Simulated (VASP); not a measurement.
A run of VASP 6.6.1 is set up as follows.

Contents of POSCAR:

```
KCl
1.0
    0.0000000000      3.0505028602      3.1718713392
    3.0505028602      0.0000000000      3.1718713392
    3.0505028602      3.0505028602      0.0000000000
K Cl
1 1
Direct
    0.0000000000      0.0000000000      0.0000000000
    0.5000000000      0.5000000000      0.5000000000
```

File INCAR.step1:

```
PREC     = Accurate       # precision mode
ENCUT    = 500            # plane-wave cutoff, eV
EDIFF    = 1E-8           # SCF threshold, eV
ISMEAR   = 0              # smearing method
SIGMA    = 0.01           # smearing width, eV
LREAL    = False          # projectors in reciprocal space
LASPH    = True           # aspherical terms in the spheres
NELM     = 100            # most SCF steps
ALGO     = Normal         # electronic algorithm
LWAVE    = True           # write WAVECAR
LCHARG   = False          # write CHGCAR
GGA      = PE             # functional
```

Contents of INCAR.step2:

```
PREC     = Accurate       # precision mode
ENCUT    = 500            # plane-wave cutoff, eV
EDIFF    = 1E-8           # SCF threshold, eV
ISMEAR   = 0              # smearing method
SIGMA    = 0.01           # smearing width, eV
LREAL    = False          # projectors in reciprocal space
LASPH    = True           # aspherical terms in the spheres
NELM     = 1              # most SCF steps
ALGO     = Exact          # electronic algorithm
LWAVE    = True           # write WAVECAR
LCHARG   = False          # write CHGCAR
GGA      = PE             # functional
NBANDS   = 254            # bands
LOPTICS  = True           # frequency-dependent dielectric function
ISTART   = 1
```

The input INCAR.step3:

```
PREC     = Accurate       # precision mode
ENCUT    = 500            # plane-wave cutoff, eV
EDIFF    = 1E-8           # SCF threshold, eV
ISMEAR   = 0              # smearing method
SIGMA    = 0.01           # smearing width, eV
LREAL    = False          # projectors in reciprocal space
LASPH    = True           # aspherical terms in the spheres
ALGO     = EVGW0          # electronic algorithm
LWAVE    = False          # write WAVECAR
LCHARG   = False          # write CHGCAR
GGA      = PE             # functional
NELMGW   = 1            
NBANDS   = 254            # bands
ENCUTGW  = 150.0          # cutoff of the response function
NOMEGA   = 48             # frequency points
PRECFOCK = Fast         
ISTART   = 1            
NBANDSGW = 16
```

The input KPOINTS:

```
Automatic mesh
0
Gamma
  4 4 4
```

Potentials or basis: VASP PAW PBE potentials, release 64 (K_sv_GW, Cl_GW).

Launch:

```bash
$ cat potpaw_PBE.64/K_sv_GW/POTCAR potpaw_PBE.64/Cl_GW/POTCAR > POTCAR
$ cp INCAR.step1 INCAR
$ mpirun -np 1 vasp_std > vasp.out
$ cp INCAR.step2 INCAR
$ mpirun -np 1 vasp_std > vasp.out
$ cp INCAR.step3 INCAR
$ mpirun -np 1 vasp_std > vasp.out
```

Task: Predict the quasiparticle gap.

Result: 8.13 eV.

Task: Estimate the least direct quasiparticle gap.

Result: 8.13 eV.

Task: Predict the least direct gap of the starting levels on the mesh.

Result: 5.36 eV.

Caveat: the k points lie up to 0.44 Å⁻¹ apart; bands, screening cutoff and mesh are small and nothing is extrapolated, so the quasiparticle values aren't converged.
